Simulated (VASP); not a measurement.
Set up this calculation in VASP 6.6.1, as the native input.

```
Task                   : single point
Functional             : PBEsol
Potentials or basis    : VASP PAW PBE potentials, release 64 (Nb_sv, B)
Cutoff                 : 520 eV
k mesh                 : 5 × 5 × 4
Occupations            : fermi-dirac, width 0.02 eV
Spin                   : no spin polarisation
Dipole correction      : no
Further INCAR settings : ALGO = Normal; EDIFF = 1e-06; NBANDS = 16
```

The structure of NbB2 lies in POSCAR:

```
NbB2
1.0
    3.0860000000      0.0000000000      0.0000000000
   -1.5430000000      2.6725540000      0.0000000000
    0.0000000000      0.0000000000      3.3060000000
Nb B
1 2
Direct
    0.0000000000      0.0000000000      0.0000000000
    0.3333333333      0.6666666667      0.5000000000
    0.6666666667      0.3333333333      0.5000000000
```

The input as run:

INCAR

```
SYSTEM = NbB2
ALGO = Normal
EDIFF = 1E-6
ENCUT = 520
GGA = PS
ISIF = 2
ISMEAR = -1
LASPH = .TRUE.
LCHARG = .TRUE.
LELF = .TRUE.
LREAL = .FALSE.
LVHAR = .TRUE.
LWAVE = .FALSE.
NBANDS = 16
NELM = 100
PREC = Accurate
SIGMA = 0.02
```

KPOINTS

```
k-points
0
G
  5 5 4
  0 0 0
```

Potentials or basis: VASP PAW PBE potentials, release 64 (Nb_sv, B).

Launch:

```console
$ cat potpaw_PBE.64/Nb_sv/POTCAR potpaw_PBE.64/B/POTCAR > POTCAR
$ mpirun -np 1 vasp_std > vasp.out
```

Results of the run:

| Property | Result |
| --- | --- |
| Pressure | 0.0 GPa |

Caveat: the k points lie up to 0.48 Å⁻¹ apart; the PAW data sets were made with another functional, which shifts forces and pressure a little.

It took 14 s on 1 thread of Intel Xeon 8259CL, with other jobs on the host, peak memory 0.14 GiB.
